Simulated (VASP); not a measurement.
Hf: single point with r2SCAN

The system is Hf.

```
Hf
1.0
    -1.81695    1.81695    1.81695
     1.81695   -1.81695    1.81695
     1.81695    1.81695   -1.81695
Hf
1
Direct
  0.00000 0.00000 0.00000
```

```
Program                : VASP 6.6.1
Task                   : single point
Functional             : r2SCAN
Potentials or basis    : VASP PAW PBE potentials, release 64 (Hf_pv)
Cutoff                 : 520 eV
k mesh                 : 10 × 10 × 10
Occupations            : fermi-dirac, width 0.05 eV
Spin                   : no spin polarisation
Dipole correction      : no
Further INCAR settings : ALGO = Normal; EDIFF = 1e-07; NBANDS = 11
```

- Pressure: -7.6 GPa
- Band gap on the k mesh: zero (band 5 reaches 5.70 eV, above the bottom of band 6 at 3.29 eV)

Levels at points of the mesh, in eV from the Fermi level:
| k point | band 1 | band 2 | band 3 | band 4 | band 5 | band 6 | band 7 | band 8 | band 9 | band 10 |
| --- | --- | --- | --- | --- | --- | --- | --- | --- | --- | --- |
| (0.00, 0.00, 0.00) | -31.28 | -31.28 | -31.28 | -7.16 | 1.70 | 1.70 | 1.70 | 4.32 | 4.32 | 11.85 |
| (0.50, 0.00, 0.00) | -31.94 | -31.49 | -31.28 | -3.26 | -0.28 | 0.61 | 4.16 | 5.08 | 7.32 | 9.83 |
| (0.50, 0.50, 0.50) | -31.74 | -31.74 | -31.74 | -2.40 | -2.40 | 6.57 | 6.57 | 6.57 | 6.93 | 6.93 |

It took 52 s on 1 thread of AMD EPYC 7R13 Processor (Zen 3), on a shared host, peak memory 0.12 GiB.

Caveat: the PAW data sets were made with another functional, which shifts forces and pressure a little; spin-orbit coupling is left out, which moves the levels of the heavy elements.
